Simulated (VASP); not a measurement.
The system is Cu.

```xyz
1
Lattice="-1.4428 1.4428 1.3761 1.4428 -1.4428 1.3761 1.4428 1.4428 -1.3761" Properties=species:S:1:pos:R:3 pbc="T T T"
Cu   -0.2146    0.0812   -0.0583
```

- Program: VASP 6.6.1
- Task: relaxation of cell and atoms
- Functional: PBE
- Potentials or basis: VASP PAW PBE potentials, release 64 (Cu)
- Cutoff: 600 eV
- k mesh: 10 × 10 × 10
- Occupations: gaussian, width 0.1 eV
- Spin: no spin polarisation

At the start: pressure 7.9 GPa; volume 11.46 Å³/atom.

Task: Where does the relaxation end?

Result: Over 11 steps the energy falls by 18.2 meV/atom and the volume is 12.09 Å³/atom (+5.5 %); space group I4/mmm (No. 139, to 0.05 Å).

Step by step:
```
step  energy change (eV)  largest force (eV/Å)  pressure (GPa)  volume (Å³)
   1              0.0000                0.0000            7.92        11.46
   2             -0.0107                0.0000           -3.56        12.42
   3             -0.0146                0.0000           -0.03        12.08
   4             -0.0146                0.0000           -0.18        12.09
   5             -0.0152                0.0000           -0.19        12.09
   6             -0.0168                0.0000           -0.18        12.10
   7             -0.0181                0.0000           -0.16        12.11
   8             -0.0182                0.0000           -0.18        12.11
   9             -0.0182                0.0000           -0.19        12.11
  10             -0.0181                0.0000            0.52        12.05
  11             -0.0182                0.0000            0.02        12.09
```

Final structure:
```
Cu
1.0
    -1.49897    1.49897    1.34548
     1.49897   -1.49897    1.34548
     1.49897    1.49897   -1.34548
Cu
1
Direct
  0.00696 0.90445 0.95375
```
